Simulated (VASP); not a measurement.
Here is a VASP 6.6.1 calculation.

Contents of INCAR:

```
PREC = Accurate ; ENCUT = 600
EDIFF = 1E-7 ; ISMEAR = 0
SIGMA = 0.02 ; LREAL = F
LASPH = T ; NELM = 60
ALGO = Normal ; ISIF = 3
LWAVE = F ; LCHARG = F
GGA = PE ; IVDW = 12
IBRION = 2 ; NSW = 100
EDIFFG = -0.005
```

The input KPOINTS:

```
regular mesh
0
Gamma
  8 8 8
```

The input POSCAR:

```
CaO
1.0
    0.0000000000      2.4490000000      2.4490000000
    2.4490000000      0.0000000000      2.4490000000
    2.4490000000      2.4490000000      0.0000000000
Ca O
1 1
Direct
    0.0000000000      0.0000000000      0.0000000000
    0.5000000000      0.5000000000      0.5000000000
```

Potentials or basis: VASP PAW PBE potentials, release 64 (Ca_sv, O).

Command:

```bash
$ cat potpaw_PBE.64/Ca_sv/POTCAR potpaw_PBE.64/O/POTCAR > POTCAR
$ mpirun -np 1 vasp_std > vasp.out
```

Problem. Predict the dispersion energy per atom.

Solution. -0.275 eV.

Problem. What does it give for the space group after relaxing (to 0.05 Å)?

Solution. Fm-3m (No. 225).

Problem. Estimate the band gap on the k mesh.

Solution. 3.63 eV, indirect (least direct gap 4.01 eV).

Step by step:
```tsv
step	energy change (eV)	largest force (eV/Å)	pressure (GPa)	volume (Å³)
1	0.0000	0.0000	-6.48	29.38
2	-0.0367	0.0000	2.42	26.92
3	-0.0408	0.0000	0.01	27.48
```

A k mesh can miss the band edges. Expect the measured gap to be larger: semilocal functionals such as PBE lack the derivative discontinuity.
